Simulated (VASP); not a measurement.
A run of VASP 6.6.1 is set up as follows.

File INCAR:

```
SYSTEM = SiBr5
  ALGO = Normal
  EDIFF = 1E-7
  ENCUT = 520
  GGA = PE
  ISIF = 2
  ISMEAR = 0
  LASPH = .True.
  LCHARG = .False.
  LREAL = .False.
  LWAVE = .False.
  NBANDS = 28
  NELM = 100
  PREC = Accurate
  SIGMA = 0.1
```

File KPOINTS:

```
k-points
0
Gamma
  3 3 4
  0 0 0
```

Contents of POSCAR:

```
SiBr5
1.0
    6.8747874800      0.0000000000      0.0000000000
   -3.4373937400      5.9537406000      0.0000000000
    0.0000000000      0.0000000000      6.0827250300
Si Br
1 5
Direct
    0.0000000000      0.0000000000      0.5000000000
    0.0000000000      0.6075096100      0.0000000000
    0.6075096100      0.0000000000      0.0000000000
    0.3924903900      0.3924903900      0.0000000000
    0.6666666700      0.3333333300      0.5000000000
    0.3333333300      0.6666666700      0.5000000000
```

Potentials or basis: VASP PAW PBE potentials, release 64 (Si, Br).

Command:

```bash
$ cat potpaw_PBE.64/Si/POTCAR potpaw_PBE.64/Br/POTCAR > POTCAR
$ mpirun -np 1 vasp_std > vasp.out
```

(1) Estimate the largest force.

(2) Estimate the pressure.

## Answers

(1) 0.161 eV/Å.

(2) -4.2 GPa.

Caveat: the cell stands under tension; this functional lacks dispersion, which binds layers or chains, so the pressure and a relaxed spacing across them are unreliable; an odd number of electrons without spin polarisation forces a metal; a magnetic or distorted state may lie lower.
